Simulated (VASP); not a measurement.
Ta8N8F (a cell with a defect): single point with LDA

Ta8N8F (a cell with a defect):

```xyz
17
Lattice="0.0000 4.3580 4.3580 4.3580 0.0000 4.3580 4.3580 4.3580 0.0000" Properties=species:S:1:pos:R:3 pbc="T T T"
Ta    2.1481    2.0368    2.2167
Ta    4.4918    4.3439    2.3119
Ta    4.4919    2.1921    4.2316
Ta    6.4121    4.3438    4.2314
Ta    2.1476    4.4990    4.3269
Ta    4.3978    6.3947    4.3267
Ta    4.3978    4.4990    6.5744
Ta    6.4119    6.5499    6.6698
N     0.0935   -0.2160   -0.0873
N     2.2706    2.3052    0.0900
N     2.2706   -0.1274    2.0954
N     4.2753    2.3052    2.0953
N     0.0940    2.3938    2.2722
N     2.0940    4.1421    2.2725
N     2.0937    2.3938    4.2711
N     4.2750    4.2307    4.4478
F     7.6309    5.4469    5.4505
```

```yaml
Program: VASP 6.6.1
Task: single point
Functional: LDA
Potentials_or_basis: VASP PAW LDA potentials, release 64 (Ta_pv, N, F)
Cutoff: 520 eV
k_mesh: 4 × 4 × 4
Occupations: fermi-dirac, width 0.15 eV
Spin: no spin polarisation
```

* Pressure: 24.9 GPa
* Largest force: 0.048 eV/Å
* Band gap on the k mesh: zero (an odd number of electrons rules out a gap without spin polarisation)

Forces on the atoms (eV/Å):
```
Ta   0.023 -0.021 -0.021
Ta   0.003  0.004  0.003
Ta   0.004 -0.003 -0.005
Ta  -0.007  0.003 -0.004
Ta   0.023  0.021  0.021
Ta  -0.023 -0.020  0.021
Ta  -0.022  0.021 -0.022
Ta  -0.005 -0.003  0.004
N   -0.029  0.022  0.031
N    0.024 -0.013  0.023
N    0.023  0.013 -0.024
N   -0.024 -0.013 -0.022
N   -0.029 -0.024 -0.029
N    0.029  0.023 -0.030
N    0.031 -0.023  0.029
N   -0.023  0.013  0.023
F    0.002  0.000  0.002
```

Stress tensor (GPa, compression positive):
```
20.09  0.00  0.00
 0.00 34.37  0.00
 0.00  0.00 20.14
```

Levels at points of the mesh, in eV from the Fermi level:
```tsv
k point	band 65	band 66	band 67	band 68	band 69	band 70
(0.00, 0.00, 0.00)	-0.72	-0.72	0.27	0.42	0.98	1.45
(0.50, 0.00, 0.00)	-1.84	-1.35	-0.63	-0.46	-0.16	0.77
(0.00, 0.50, 0.00)	-1.84	-1.35	-0.63	-0.46	-0.16	0.77
(0.00, 0.00, 0.50)	-1.84	-1.35	-0.63	-0.46	-0.16	0.77
(0.50, 0.50, 0.50)	-1.84	-1.34	-0.63	-0.46	-0.16	0.77
(0.50, 0.50, 0.00)	-0.91	-0.79	0.47	0.56	0.63	0.90
(0.00, 0.50, 0.50)	-0.91	-0.78	0.47	0.55	0.62	0.90
(0.50, 0.00, 0.50)	-1.23	-0.76	-0.10	-0.10	0.22	0.23
```

Wall time 27 min on 1 thread of Intel(R) Xeon(R) Platinum 8259CL CPU @ 2.50GHz (Skylake/Cascade Lake) (shared host), peak memory 0.47 GiB.

Caveat: spin-orbit coupling is left out, which moves the levels of the heavy elements; an odd number of electrons without spin polarisation forces a metal; a magnetic or distorted state may lie lower.
